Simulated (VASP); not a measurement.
Here is a VASP 6.6.1 calculation.

The input INCAR:

```
  PREC = Accurate
  ENCUT = 500
  EDIFF = 1E-6
  ISMEAR = 0
  SIGMA = 0.05
  LREAL = F
  LASPH = T
  NELM = 120
  ALGO = Normal
  ISIF = 2
  LWAVE = F
  LCHARG = F
  GGA = PE
  NBANDS = 11
  GGA_COMPAT = F
```

Contents of KPOINTS:

```
Automatic mesh
0
Gamma
  6 6 6
```

The input POSCAR:

```
BAs
1.0
    0.0000000000      2.4209388177      2.4209388177
    2.4209388177      0.0000000000      2.4209388177
    2.4209388177      2.4209388177      0.0000000000
B As
1 1
Direct
    0.0000000000      0.0000000000      0.0000000000
    0.2500000000      0.2500000000      0.2500000000
```

Potentials or basis: VASP PAW PBE potentials, release 64 (B, As).

The run is started by

```console
$ cat potpaw_PBE.64/B/POTCAR potpaw_PBE.64/As/POTCAR > POTCAR
$ mpirun -np 1 vasp_std > vasp.out
```

(1) What does it give for the pressure?

(2) What does it give for the band gap on the k mesh?

Answers

(1) -2.0 GPa.

(2) 1.31 eV, indirect (least direct gap 3.22 eV).
